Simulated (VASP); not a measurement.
# Al3H (P-6m2) in VASP: notebook

Al3H is run at these levels: PBE; tasks: single point, relaxation of cell and atoms.

All numbers are computed with VASP 6.6.1; they aren't measurements. Logs are shortened: lines on timing, memory, paths and dates and some standing lists are left out, and cuts for length are marked.

## (1) The cell of the first run

The structure is hexagonal, space group P-6m2 (No. 187). Conventional cell: a = 2.767 Å, b = 2.767 Å, c = 8.181 Å, α = 90.00°, β = 90.00°, γ = 120.00°. Al (site symmetry -6m2) has 12 Al at 2.77 to 3.01 Å within 3.6 Å. Within 3.1 Å of Al (site symmetry 3m) lie 3 H at 2.22 Å and 10 Al at 2.77 to 3.07 Å. Within 2.9 Å of H (site symmetry -6m2) lie 6 Al at 2.22 Å and 6 H at 2.77 Å.

The cell was generated, and may not be a known phase.

## (2) Single point, PBE

The input, INCAR:

```
SYSTEM = Al3H
PREC = Accurate
ENCUT = 520
EDIFF = 1E-6
ISMEAR = 0
SIGMA = 0.1
LREAL = .False.
LASPH = .True.
NELM = 60
ALGO = Normal
ISIF = 2
LWAVE = .False.
LCHARG = .True.
GGA = PE
LELF = .True.
LVHAR = .True.
NBANDS = 13
```

The input, KPOINTS:

```
Automatic mesh
0
Gamma
  6 6 2
  0 0 0
```

The input, POSCAR:

```
Al3H
1.0
    2.7665762285     -0.0000000027      0.0000000000
   -1.3832881119      2.3959252967      0.0000000000
    0.0000000000      0.0000000000      8.1811129197
Al H
3 1
Direct
    0.0000000000      0.0000000000      0.0000000000
    0.6666666667      0.3333333333      0.6876604811
    0.6666666667      0.3333333333      0.3123395189
    0.0000000000      0.0000000000      0.5000000000
```

Potentials or basis: VASP PAW PBE potentials, release 64 (Al, H).

On the command line:

```bash
$ cat potpaw_PBE.64/Al/POTCAR potpaw_PBE.64/H/POTCAR > POTCAR
$ mpirun -np 1 vasp_std > vasp.out
```

OUTCAR:

```text
SYSTEM = Al3H
   PREC = Accurate
   ENCUT = 520
   EDIFF = 1E-6
   ISMEAR = 0
   LREAL = .False.
   LASPH = .True.
   NELM = 60
   ISIF = 2
   GGA = PE

 ion  position               nearest neighbor table
   1  0.000  0.000  0.000-   2 3.01   3 3.01   2 3.01   3 3.01   2 3.01   3 3.01
   2  0.667  0.333  0.688-   1 3.01   1 3.01   1 3.01   3 3.07
   3  0.667  0.333  0.312-   1 3.01   1 3.01   1 3.01   2 3.07
   4  0.000  0.000  0.500-

  LATTYP: Found a hexagonal cell.
 ALAT       =     2.7665762285
 C/A-ratio  =     2.9571254301

  Lattice vectors:

 A1 = (   2.7665762285,  -0.0000000027,   0.0000000000)
 A2 = (  -1.3832881119,   2.3959252967,   0.0000000000)
 A3 = (   0.0000000000,   0.0000000000,   8.1811129197)

Analysis of symmetry for initial positions (statically):
=====================================================================
 Subroutine PRICEL returns:
 Original cell was already a primitive cell.

 Routine SETGRP: Setting up the symmetry group for a
 hexagonal supercell.

 Subroutine GETGRP returns: Found 12 space group operations
 (whereof 12 operations were pure point group operations)
 out of a pool of 24 trial point group operations.

The static configuration has the point symmetry D_3h.

Analysis of symmetry for dynamics (positions and initial velocities):
=====================================================================
 Subroutine PRICEL returns:
 Original cell was already a primitive cell.

 Routine SETGRP: Setting up the symmetry group for a
 hexagonal supercell.

 Subroutine GETGRP returns: Found 12 space group operations
 (whereof 12 operations were pure point group operations)
 out of a pool of 24 trial point group operations.

The dynamic configuration has the point symmetry D_3h.

 Subroutine INISYM returns: Found 12 space group operations
 (whereof 12 operations are pure point group operations),
 and found     1 'primitive' translations

----------------------------------------------------------------------------------------

                                     Primitive cell

  volume of cell :      54.2286

  direct lattice vectors                    reciprocal lattice vectors
     2.766576228 -0.000000003  0.000000000     0.361457599  0.208687642  0.000000000
    -1.383288112  2.395925297  0.000000000     0.000000000  0.417375284  0.000000000
     0.000000000  0.000000000  8.181112920     0.000000000  0.000000000  0.122232759

  length of vectors
[... 88 lines left out ...]
   EMIN   =  10.00;   EMAX   =-10.00  energy-range for DOS
   EFERMI =   0.00;   METHOD = LEGACY
   ISMEAR =     0;   SIGMA  =   0.10  broadening in eV -4-tet -1-fermi 0-gaus
   EFERMI_NEDOS =   21; number of points for ismear=-14 and -15
   IALGO  =     38    algorithm
   IMIX   =      4    mixing-type and parameters
     AMIX     =   0.40;   BMIX     =  1.00
     AMIX_MAG =   1.60;   BMIX_MAG =  1.00
  volume/ion in A,a.u.               =      13.56        91.49
  Fermi-wavevector in a.u.,A,eV,Ry     =   0.931820  1.760885 11.813784  0.868289
  Thomas-Fermi vector in A             =   2.058353
   LORBIT       =      0    0 simple, 1 ext, 2 COOP (PROOUT), +10 PAW based schemes
   GGA     = PE    functional components
   LHFCALC =     F    Hartree Fock is set to
   AEXX    =    0.0000 exact exchange contribution
   IVDW    =     0    specifies the selected vdW correction
   LEPSILON=     F    determine dielectric tensor
   LRPA    =     F    only Hartree local field effects (RPA)
 non-spin polarized calculation
 Gauss-broadening in eV      SIGMA  =   0.10
  energy-cutoff  :      520.00
  volume of cell :       54.23
 maximum number of plane-waves:      1479
 NGX is ok and might be reduce to    24
   NGX = 11   NGY = 11   NGZ = 31

 number of electron      10.0000001 magnetization

 Free energy of the ion-electron system (eV)
  ---------------------------------------------------
  ext. energy  EPLUGINS =         0.00000000
  ---------------------------------------------------
  free energy    TOTEN  =       -13.75300966 eV

  energy without entropy =      -13.75084281  energy(sigma->0) =      -13.75192623

 E-fermi :   7.1321     XC(G=0): -10.0953

 val. band max:        7.1273073416   @ k =   0.3333   0.3333   0.0000
 cond. band min:       7.3308419398   @ k =   0.3333   0.1667   0.0000
 fundamental gap:      0.2035345982
 Fermi energy:         7.1321317711

 k-point     1 :       0.0000    0.0000    0.0000
  band No.  band energies     occupation
      1      -4.0650      2.00000
      2      -1.8185      2.00000
      3      -1.5855      2.00000
      4       4.3261      2.00000
      5       5.0010      2.00000
      6      14.2373      0.00000
      7      15.0587      0.00000
      8      18.4016      0.00000
      9      19.6486      0.00000
     10      19.6486      0.00000
     11      19.9446      0.00000
     12      19.9446      0.00000
     13      20.8741      0.00000
[... 194 lines left out ...]
  band No.  band energies     occupation
      1       2.3455      2.00000
      2       5.1271      2.00000
      3       5.2360      2.00000
      4       5.2579      2.00000
      5       5.4347      2.00000
      6       5.9701      2.00000
      7       8.0136      0.00000
      8       8.3633      0.00000
      9       9.3481      0.00000
     10       9.5041      0.00000
     11      10.3660      0.00000
     12      11.1696      0.00000
     13      15.5169      0.00000

------------------------ aborting loop because EDIFF is reached ----------------------------------------

  FORCE on cell =-STRESS in cart. coord.  units (eV):
  Direction    XX          YY          ZZ          XY          YZ          ZX
  --------------------------------------------------------------------------------------
  -------------------------------------------------------------------------------------
  Total       -0.0192108     -0.0192108     -0.0751780     -0.0000000      0.0000000     -0.0000000
  in kB       -0.5675804     -0.5675804     -2.2211257     -0.0000000      0.0000000     -0.0000000
  external PRESSURE =      -1.1187622 kB  Pullay stress =       0.0000000 kB

 VOLUME and BASIS-vectors are now :
 -----------------------------------------------------------------------------
  energy-cutoff  :      520.00
  volume of cell :       54.23
      direct lattice vectors                 reciprocal lattice vectors
     2.766576228 -0.000000003  0.000000000     0.361457599  0.208687642  0.000000000
    -1.383288112  2.395925297  0.000000000     0.000000000  0.417375284  0.000000000
     0.000000000  0.000000000  8.181112920     0.000000000  0.000000000  0.122232759

 POSITION                                       TOTAL-FORCE (eV/Angst)
 -----------------------------------------------------------------------------------
      0.00000      0.00000      0.00000         0.000000     -0.000000      0.000000
      1.38329      0.79864      5.62583        -0.000000      0.000000     -0.012582
      1.38329      0.79864      2.55528        -0.000000      0.000000      0.012582
      0.00000      0.00000      4.09056         0.000000     -0.000000      0.000000
 -----------------------------------------------------------------------------------
    total drift:                                0.000000     -0.000000     -0.000000

  FREE ENERGIE OF THE ION-ELECTRON SYSTEM (eV)
  ---------------------------------------------------
  free  energy   TOTEN  =       -13.7530096584 eV

  energy  without entropy=      -13.7508428109  energy(sigma->0) =      -13.75192623
```

OSZICAR:

```text
N       E                     dE             d eps       ncg     rms          rms(c)
DAV:   1     0.184258408350E+01    0.18426E+01   -0.34737E+03   364   0.588E+02
DAV:   2    -0.133487053484E+02   -0.15191E+02   -0.13754E+02   452   0.766E+01
DAV:   3    -0.139492816978E+02   -0.60058E+00   -0.59905E+00   493   0.130E+01
DAV:   4    -0.139532012558E+02   -0.39196E-02   -0.39190E-02   450   0.127E+00
DAV:   5    -0.139532539082E+02   -0.52652E-04   -0.52652E-04   493   0.151E-01    0.281E+00
DAV:   6    -0.138066272330E+02    0.14663E+00   -0.11946E-01   424   0.145E+00    0.152E+00
DAV:   7    -0.137549386637E+02    0.51689E-01   -0.11820E-01   459   0.153E+00    0.309E-01
DAV:   8    -0.137531640969E+02    0.17746E-02   -0.90682E-03   440   0.511E-01    0.110E-01
DAV:   9    -0.137530151076E+02    0.14899E-03   -0.49789E-04   457   0.120E-01    0.660E-02
DAV:  10    -0.137530092580E+02    0.58496E-05   -0.48046E-05   455   0.366E-02    0.333E-02
DAV:  11    -0.137530104974E+02   -0.12394E-05   -0.66286E-06   473   0.130E-02    0.540E-03
DAV:  12    -0.137530096584E+02    0.83900E-06   -0.11242E-06   332   0.465E-03
   1 F= -.13753010E+02 E0= -.13751926E+02  d E =-.216685E-02
```

stdout:

```text
POSCAR found type information on POSCAR AlH
 POSCAR found :  2 types and       4 ions
 scaLAPACK will be used
 LDA part: xc-table for (Slater+PW92), standard interpolation
 POSCAR, INCAR and KPOINTS ok, starting setup
 FFT: planning ... GRIDC
 FFT: planning ... GRID_SOFT
 FFT: planning ... GRID
 WAVECAR not read
 entering main loop
```

It took 6.8 s on 1 thread of AMD EPYC 9R45 (Zen 5), shared host; peak memory 0.14 GiB.

What came out:

* Free energy: -13.7530 eV
* Pressure: -0.1 GPa
* Largest force: 0.013 eV/Å
* Band gap on the k mesh: zero (bands 5 and 6 overlap by 4.48 eV)

Forces on the atoms (eV/Å):
```
Al   0.000  0.000  0.000
Al   0.000  0.000 -0.013
Al   0.000  0.000  0.013
H    0.000  0.000  0.000
```

Stress tensor (GPa, compression positive):
```
-0.06  0.00  0.00
 0.00 -0.06  0.00
 0.00  0.00 -0.22
```

Levels at points of the mesh, in eV from the Fermi level:
```
           k point  band 3  band 4  band 5  band 6  band 7  band 8
(0.00, 0.00, 0.00)   -8.72   -2.81   -2.13    7.11    7.93   11.27
(0.50, 0.00, 0.00)   -2.94   -2.92   -2.10   -2.00    2.74    3.61
(0.00, 0.00, 0.50)   -6.28   -6.06    1.92    2.41   10.58   12.80
(0.50, 0.00, 0.50)   -3.88   -3.50   -0.69   -0.37    0.38    1.05
```

Caveat: the k points lie up to 0.44 Å⁻¹ apart, too coarse for converged energies and pressures of a metal.

## (3) Single point, PBE

This run uses another cell than the first one, of 16.79 Å³/atom.

The input, INCAR:

```
PREC = Accurate
ENCUT = 520
EDIFF = 1E-6
ISMEAR = 0
SIGMA = 0.1
LREAL = F
LASPH = T
NELM = 100
ALGO = Normal
ISIF = 2
LWAVE = F
LCHARG = F
GGA = PE
NBANDS = 13
```

The input, KPOINTS:

```
regular mesh
0
Gamma
  6 6 2
```

The input, POSCAR:

```
Al3H
1.0
    2.9167509300      0.0000000000      0.0000000000
   -1.4583754600      2.5259804000      0.0000000000
    0.0000000000      0.0000000000      9.1166311200
Al H
3 1
Direct
    0.0000000000      0.0000000000      0.0000000000
    0.6666666700      0.3333333300      0.7309134000
    0.6666666700      0.3333333300      0.2690866000
    0.0000000000      0.0000000000      0.5000000000
```

Potentials or basis: VASP PAW PBE potentials, release 64 (Al, H).

On the command line:

```bash
$ cat potpaw_PBE.64/Al/POTCAR potpaw_PBE.64/H/POTCAR > POTCAR
$ mpirun -np 1 vasp_std > vasp.out
```

OUTCAR:

```text
PREC = Accurate
   ENCUT = 520
   EDIFF = 1E-6
   ISMEAR = 0
   LREAL = F
   LASPH = T
   NELM = 100
   ISIF = 2
   GGA = PE

 ion  position               nearest neighbor table
   1  0.000  0.000  0.000-   2 2.98   3 2.98   2 2.98   3 2.98   2 2.98   3 2.98
   2  0.667  0.333  0.731-   1 2.98   1 2.98   1 2.98
   3  0.667  0.333  0.269-   1 2.98   1 2.98   1 2.98
   4  0.000  0.000  0.500-

  LATTYP: Found a hexagonal cell.
 ALAT       =     2.9167509300
 C/A-ratio  =     3.1256117985

  Lattice vectors:

 A1 = (   2.9167509300,   0.0000000000,   0.0000000000)
 A2 = (  -1.4583754600,   2.5259804000,   0.0000000000)
 A3 = (   0.0000000000,   0.0000000000,   9.1166311200)

Analysis of symmetry for initial positions (statically):
=====================================================================
 Subroutine PRICEL returns:
 Original cell was already a primitive cell.

 Routine SETGRP: Setting up the symmetry group for a
 hexagonal supercell.

 Subroutine GETGRP returns: Found 12 space group operations
[... 173 lines left out ...]
      6       9.8575      0.00000
      7      11.3643      0.00000
      8      15.7827      0.00000
      9      15.7827      0.00000
     10      16.3433      0.00000
     11      16.3433      0.00000
     12      16.8113      0.00000
     13      17.2275      0.00000
[... 194 lines left out ...]
  band No.  band energies     occupation
      1       2.3829      2.00000
      2       2.6404      2.00000
      3       2.6666      2.00000
      4       2.8277      2.00000
      5       4.1530      2.00000
      6       4.3996      2.00000
      7       5.2646      0.00001
      8       6.2569      0.00000
      9       6.7907      0.00000
     10       6.9870      0.00000
     11       7.9203      0.00000
     12       9.7025      0.00000
     13      11.3653      0.00000

------------------------ aborting loop because EDIFF is reached ----------------------------------------

  FORCE on cell =-STRESS in cart. coord.  units (eV):
  Direction    XX          YY          ZZ          XY          YZ          ZX
  --------------------------------------------------------------------------------------
  -------------------------------------------------------------------------------------
  Total       -2.9140948     -2.9140948     -4.3488565     -0.0000000      0.0000000      0.0000000
  in kB      -69.5105228    -69.5105227   -103.7341992     -0.0000001      0.0000000      0.0000000
  external PRESSURE =     -80.9184149 kB  Pullay stress =       0.0000000 kB

 VOLUME and BASIS-vectors are now :
 -----------------------------------------------------------------------------
  energy-cutoff  :      520.00
  volume of cell :       67.17
      direct lattice vectors                 reciprocal lattice vectors
     2.916750930  0.000000000  0.000000000     0.342847238  0.197942945  0.000000000
    -1.458375460  2.525980400  0.000000000     0.000000000  0.395885890  0.000000000
     0.000000000  0.000000000  9.116631120     0.000000000  0.000000000  0.109689642

 POSITION                                       TOTAL-FORCE (eV/Angst)
 -----------------------------------------------------------------------------------
      0.00000      0.00000      0.00000         0.000000      0.000000     -0.000000
      1.45838      0.84199      6.66347         0.000000      0.000000     -0.598899
      1.45838      0.84199      2.45316        -0.000000      0.000000      0.598899
      0.00000      0.00000      4.55832         0.000000      0.000000     -0.000000
 -----------------------------------------------------------------------------------
    total drift:                                0.000001     -0.000000     -0.000000

  FREE ENERGIE OF THE ION-ELECTRON SYSTEM (eV)
  ---------------------------------------------------
  free  energy   TOTEN  =       -12.9450488224 eV

  energy  without entropy=      -12.9358281213  energy(sigma->0) =      -12.94043847
```

It took 6.8 s on 1 thread of AMD EPYC 9R45 (Zen 5), shared host; peak memory 0.15 GiB.

What came out:

| Item | Value |
| --- | --- |
| Free energy | -12.9450 eV |
| Pressure | -8.1 GPa |
| Largest force | 0.599 eV/Å |
| Band gap on the k mesh | zero (bands 5 and 6 overlap by 2.87 eV) |

Forces on the atoms (eV/Å):
```
Al   0.000  0.000  0.000
Al   0.000  0.000 -0.599
Al   0.000  0.000  0.599
H    0.000  0.000  0.000
```

Caveat: the k points lie up to 0.41 Å⁻¹ apart, too coarse for converged energies and pressures of a metal.

## (4) Relaxation of cell and atoms, PBE

This run uses another cell than the first one, of 16.79 Å³/atom.

The input, INCAR:

```
  PREC = Accurate
  ENCUT = 600
  EDIFF = 1E-6
  ISMEAR = 0
  SIGMA = 0.1
  LREAL = F
  LASPH = T
  NELM = 80
  ALGO = Normal
  ISIF = 3
  LWAVE = F
  LCHARG = F
  GGA = PE
  IBRION = 2
  NSW = 90
  EDIFFG = -0.04
```

KPOINTS is that of step 3.

POSCAR is that of step 3.

On the command line:

```bash
$ cat potpaw_PBE.64/Al/POTCAR potpaw_PBE.64/H/POTCAR > POTCAR
$ mpirun -np 1 vasp_std > vasp.out
```

It took 56 s on 1 thread of AMD EPYC 9R45 (Zen 5), shared host; peak memory 0.17 GiB.

It converged, with:

```yaml
Free_energy: -13.7540 eV
Relaxed_volume: 13.53 Å³/atom
Relaxed_cell: a = 2.766 Å, b = 2.766 Å, c = 8.170 Å, α = 90.00°, β = 90.00°, γ = 120.00°
Space_group_after_relaxing_to_0.1_Å: P-6m2 (No. 187)
Energy_gained_by_relaxing: 202.2 meV/atom
Ionic_steps: 15
Pressure_after_relaxing: 0.1 GPa
Largest_force_after_relaxing: 0.026 eV/Å
Band_gap_on_the_k_mesh: zero (bands 5 and 6 overlap by 4.46 eV)
```

Forces on the atoms (eV/Å):
```
Al   0.000  0.000  0.000
Al   0.000  0.000  0.026
Al   0.000  0.000 -0.026
H    0.000  0.000  0.000
```

Step by step:
| step | energy change (eV) | largest force (eV/Å) | pressure (GPa) | volume (Å³) |
| --- | --- | --- | --- | --- |
| 1 | 0.0000 | 0.5990 | -8.08 | 67.17 |
| 2 | -0.3499 | 0.8093 | -3.30 | 59.27 |
| 3 | -0.4145 | 0.9813 | 1.09 | 55.24 |
| 4 | -0.5197 | 0.8582 | 1.06 | 54.72 |
| 5 | -0.7560 | 0.4591 | 1.43 | 53.17 |
| 6 | -0.0074 | 3.9650 | 12.04 | 50.07 |
| 7 | -0.7559 | 0.4617 | 1.74 | 52.94 |
| 8 | -0.7623 | 0.3514 | 4.32 | 51.51 |
| 9 | -0.7826 | 0.0997 | 2.60 | 52.29 |
| 10 | -0.7944 | 0.1269 | -2.08 | 55.66 |
| 11 | -0.8036 | 0.0433 | -0.38 | 54.29 |
| 12 | -0.8070 | 0.0783 | 0.07 | 54.20 |
| 13 | -0.8080 | 0.0718 | -0.08 | 54.23 |
| 14 | -0.8080 | 0.0714 | -0.09 | 54.23 |
| 15 | -0.8086 | 0.0255 | 0.06 | 54.12 |

Final structure:
```cif
data_structure
_symmetry_space_group_name_H-M 'P 1'
_symmetry_Int_Tables_number 1
_cell_length_a 2.7657
_cell_length_b 2.7657
_cell_length_c 8.1697
_cell_angle_alpha 90.000
_cell_angle_beta 90.000
_cell_angle_gamma 120.000
_cell_volume 54.12
loop_
_atom_site_label
_atom_site_type_symbol
_atom_site_fract_x
_atom_site_fract_y
_atom_site_fract_z
_atom_site_occupancy
Al1 Al 0.00000 0.00000 0.00000 1
Al2 Al 0.66667 0.33333 0.68701 1
Al3 Al 0.66667 0.33333 0.31299 1
H1 H 0.00000 0.00000 0.50000 1
```

Levels at points of the mesh, in eV from the Fermi level:
```tsv
k point	band 2	band 3	band 4	band 5	band 6	band 7	band 8	band 9
(0.00, 0.00, 0.00)	-8.96	-8.71	-2.80	-2.11	7.14	7.97	11.24	12.52
(0.50, 0.00, 0.00)	-4.28	-2.93	-2.92	-2.11	-1.98	2.76	3.63	3.97
(0.00, 0.00, 0.50)	-10.15	-6.28	-6.05	1.94	2.44	10.57	12.79	12.79
(0.50, 0.00, 0.50)	-3.93	-3.87	-3.52	-0.68	-0.36	0.39	1.05	6.56
```

Caveat: the k points lie up to 0.44 Å⁻¹ apart in the final cell, too coarse for converged energies and pressures of a metal; the volume moved by over 15 % at a fixed basis, so the end points are rough.

(Continued in part 2 of 2.)

The gap in the log of VASP goes by the Fermi energy; the results here count the filled bands.